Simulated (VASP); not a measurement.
# Co: relaxation of cell and atoms with r2SCAN

The system is Co.

```
Co
1.0
     4.14431    0.00000    0.00000
    -2.07216    3.58908    0.00000
     0.00000    0.00000    2.54064
Co
3
Direct
  0.00000 0.00000 0.00000
  0.33333 0.66667 0.50000
  0.66667 0.33333 0.50000
```

This isn't the form of Co at room conditions, which is hcp.

| Item | Value |
| --- | --- |
| Program | VASP 6.6.1 |
| Task | relaxation of cell and atoms |
| Functional | r2SCAN |
| Potentials or basis | VASP PAW PBE potentials, release 64 (Co) |
| Cutoff | 600 eV |
| k mesh | 6 × 6 × 6 |
| Occupations | gaussian, width 0.1 eV |
| Spin | collinear spin, ferromagnetic start |
| Starting moments | [2.29, 2.31, 2.31] μB |
| Dipole correction | no |
| Further INCAR settings | ALGO = Normal; EDIFF = 1e-06; IBRION = 2; EDIFFG = -0.04; NSW = 90; ISIF = 3 |

* Relaxed volume: 10.79 Å³/atom
* Relaxed cell: a = 3.938 Å, b = 3.938 Å, c = 2.412 Å, α = 90.00°, β = 90.00°, γ = 120.00°
* Space group after relaxing (to 0.1 Å): P6/mmm (No. 191)
* Energy gained by relaxing: 159.4 meV/atom
* Ionic steps: 4
* Pressure after relaxing: -0.2 GPa
* Net moment: 5.32 μB per cell
* Site moments: Co +1.77, +1.86 (each value once) μB
* Valence electrons inside the program's atomic spheres: Co 8.27, 8.35 (each value once)

Stress tensor (GPa, compression positive):
```
 0.00  0.00  0.00
 0.00  0.00  0.00
 0.00  0.00 -0.50
```

Step by step:
```csv
step,energy change (eV),largest force (eV/Å),pressure (GPa),volume (Å³)
1,0.0000,0.0000,-24.46,37.79
2,0.0104,0.0000,42.51,28.22
3,-0.4778,0.0000,-1.02,32.51
4,-0.4782,0.0000,-0.17,32.38
```

Final structure:
```yaml
crystal:
  lattice:
    - [3.93774, 0.00000, 0.00000]
    - [-1.96887, 3.41019, 0.00000]
    - [0.00000, 0.00000, 2.41167]
  atoms:
    - { symbol: Co, position: [0.00000, 0.00000, 0.00000] }
    - { symbol: Co, position: [0.33333, 0.66667, 0.50000] }
    - { symbol: Co, position: [0.66667, 0.33333, 0.50000] }
```

Levels at points of the mesh, in eV from the Fermi level:
Spin up:
```
           k point  band 14  band 15  band 16  band 17  band 18  band 19
(0.00, 0.00, 0.00)    -2.67    -1.52    -1.52     6.29     6.29     6.30
(0.50, 0.00, 0.00)    -1.80    -1.71    -1.43    -1.33     0.06     6.66
(0.00, 0.00, 0.50)    -1.54    -0.95     0.39     1.33    10.19    10.74
(0.50, 0.00, 0.50)    -1.42    -1.16     1.39     1.63     5.02     5.79
```
Spin down:
```csv
k point,band 9,band 10,band 11,band 12,band 13,band 14
"(0.00, 0.00, 0.00)",-0.63,-0.63,0.11,0.11,0.17,0.17
"(0.50, 0.00, 0.00)",-0.58,-0.45,0.21,0.28,0.76,1.12
"(0.00, 0.00, 0.50)",-0.59,-0.59,1.09,1.09,1.25,1.25
"(0.50, 0.00, 0.50)",-1.01,-0.66,0.08,0.72,1.24,1.46
```

Run time: 4.7 min on 1 thread of Intel(R) Xeon(R) 6975P-C (Granite Rapids), on a shared host, peak memory 0.22 GiB.

Caveat: the k points lie up to 0.43 Å⁻¹ apart in the final cell; the PAW data sets were made with another functional, which shifts forces and pressure a little.
